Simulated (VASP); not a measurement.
Wanted: the native input for a VASP 6.6.1 run.

```
Task                   : single point
Functional             : LDA
Potentials or basis    : VASP PAW PBE potentials, release 64 (Lu)
Cutoff                 : 520 eV
k mesh                 : 4 × 4 × 4
Occupations            : fermi-dirac, width 0.1 eV
Spin                   : no spin polarisation
Dipole correction      : no
Further INCAR settings : ALGO = Normal; EDIFF = 1e-06; NBANDS = 58
```

The structure of Lu lies in POSCAR:

```
Lu
1.0
    4.6801145586      0.0000000000      0.0000000000
    0.0000000000      4.6801145586      0.0000000000
    0.0000000000      0.0000000000      4.6801145586
Lu
4
Direct
    0.0000000000      0.0000000000      0.0000000000
    0.0000000000      0.5000000000      0.5000000000
    0.5000000000      0.0000000000      0.5000000000
    0.5000000000      0.5000000000      0.0000000000
```

This isn't the form of Lu at room conditions, which is hcp.

The input as run:

INCAR

```
PREC = Accurate
ENCUT = 520
EDIFF = 1E-6
ISMEAR = -1
SIGMA = 0.1
LREAL = False
LASPH = True
NELM = 80
ALGO = Normal
ISIF = 2
LWAVE = False
LCHARG = False
GGA = CA
NBANDS = 58
```

KPOINTS

```
Automatic mesh
0
Gamma
  4 4 4
```

Potentials or basis: VASP PAW PBE potentials, release 64 (Lu).

Run with:

```sh
$ cat potpaw_PBE.64/Lu/POTCAR > POTCAR
$ mpirun -np 1 vasp_std > vasp.out
```

It gave:

```
Pressure               : 0.2 GPa
Band gap on the k mesh : zero (bands 50 and 51 overlap by 2.04 eV)
```

Caveat: the PAW data sets were made with another functional, which shifts forces and pressure a little; spin-orbit coupling is left out, which moves the levels of the heavy elements.

Wall time 26 s on 1 thread of Intel(R) Xeon(R) 6975P-C (Granite Rapids) (shared host), peak memory 0.19 GiB.
